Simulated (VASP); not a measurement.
Wanted: the native input for a VASP 6.6.1 run.

```yaml
Task: single point
Functional: PBEsol
Potentials_or_basis: VASP PAW PBE potentials, release 64 (Ga_d)
Cutoff: 520 eV
k_mesh: 13 × 13 × 13
Occupations: fermi-dirac, width 0.1 eV
Spin: no spin polarisation
Dipole_correction: no
Further_INCAR_settings: ALGO = Normal; EDIFF = 1e-07; NBANDS = 12
```

The structure of Ga lies in POSCAR:

```
Ga
1.0
    2.5854376059      0.0000000000      0.0000000000
    0.0000000000      2.5854376059      0.0000000000
    0.0000000000      0.0000000000      2.5854376059
Ga
1
Direct
    0.0000000000      0.0000000000      0.0000000000
```

This cell differs from its parent crystal: volume scaled by 0.92.

The input as run:

INCAR

```
ALGO = Normal
EDIFF = 1E-7
ENCUT = 520
GGA = PS
ISIF = 2
ISMEAR = -1
LASPH = True
LCHARG = False
LREAL = False
LWAVE = False
NBANDS = 12
NELM = 100
PREC = Accurate
SIGMA = 0.1
```

KPOINTS

```
k-points
0
Gamma
  13 13 13
```

Potentials or basis: VASP PAW PBE potentials, release 64 (Ga_d).

Run with:

```bash
$ cat potpaw_PBE.64/Ga_d/POTCAR > POTCAR
$ mpirun -np 1 vasp_std > vasp.out
```

Results of the run:

| Property | Result |
| --- | --- |
| Pressure | 6.1 GPa |

Caveat: the PAW data sets were made with another functional, which shifts forces and pressure a little.

Run time: 4.9 s on 1 thread of Intel(R) Xeon(R) 6975P-C (Granite Rapids), with other jobs on the host, peak memory 0.13 GiB.
